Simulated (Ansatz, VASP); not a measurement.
Given: the input of a run of Ansatz 0.2.0 on NaH.

The input input.yaml:

```yaml
crystal:
  lattice:
    - [0.0, 2.4236236676, 2.4236236676]
    - [2.4236236676, 0.0, 2.4236236676]
    - [2.4236236676, 2.4236236676, 0.0]
  atoms:
    - { symbol: Na, position: [0.0, 0.0, 0.0] }
    - { symbol: H, position: [0.5, 0.5, 0.5] }
kpoints:
  mp_grid: { grid: [9, 9, 9] }
scf:
  occupations: { method: fermi_dirac, width: 0.05 }
hamiltonian:
  xc: pbesol
  pseudopotentials: { kind: all_electron, lapw: { basis_error: 0.0005 } }
output:
  forces: true
  stress: true
  eigenvalues: true
```

Potentials or basis: all-electron LAPW, scalar-relativistic.

The run is started by

```sh
$ ansatz run input.yaml --threads 1 --pin off --max-ram 3072MiB --backend cpu --events-out ev --progress --plain --runs-dir out
```

Problem. Translate it to VASP 6.6.1. Potentials there: VASP PAW PBE potentials, release 64 (Na_pv, H).

Solution. As run (the cutoff follows the program's own potentials):

INCAR

```
ALGO = Normal
EDIFF = 1E-7
ENCUT = 520
GGA = PS
ISIF = 2
ISMEAR = -1
LASPH = True
LCHARG = False
LREAL = False
LWAVE = False
NBANDS = 11
NELM = 80
PREC = Accurate
SIGMA = 0.05
```

The input KPOINTS:

```
k-points
0
Gamma
  9 9 9
```

File POSCAR:

```
NaH
1.0
    0.0000000000      2.4236236676      2.4236236676
    2.4236236676      0.0000000000      2.4236236676
    2.4236236676      2.4236236676      0.0000000000
Na H
1 1
Direct
    0.0000000000      0.0000000000      0.0000000000
    0.5000000000      0.5000000000      0.5000000000
```

Potentials or basis: VASP PAW PBE potentials, release 64 (Na_pv, H).

Launch:

```bash
$ cat potpaw_PBE.64/Na_pv/POTCAR potpaw_PBE.64/H/POTCAR > POTCAR
$ mpirun -np 1 vasp_std > vasp.out
```

Both were run:

|  | VASP | Ansatz | Ansatz less VASP |
| --- | --- | --- | --- |
| gap on the k mesh at the Fermi level (eV) | 3.86 | 3.86 | +0.002 |
| least direct gap on the mesh (eV) | 4.59 | 4.59 | +0.003 |
| pressure (GPa) | -0.8 | -0.8 | 0.00 |

VASP's potentials were made for PBE, not for PBEsol. Ansatz ran all-electron here, and VASP with PAW potentials.
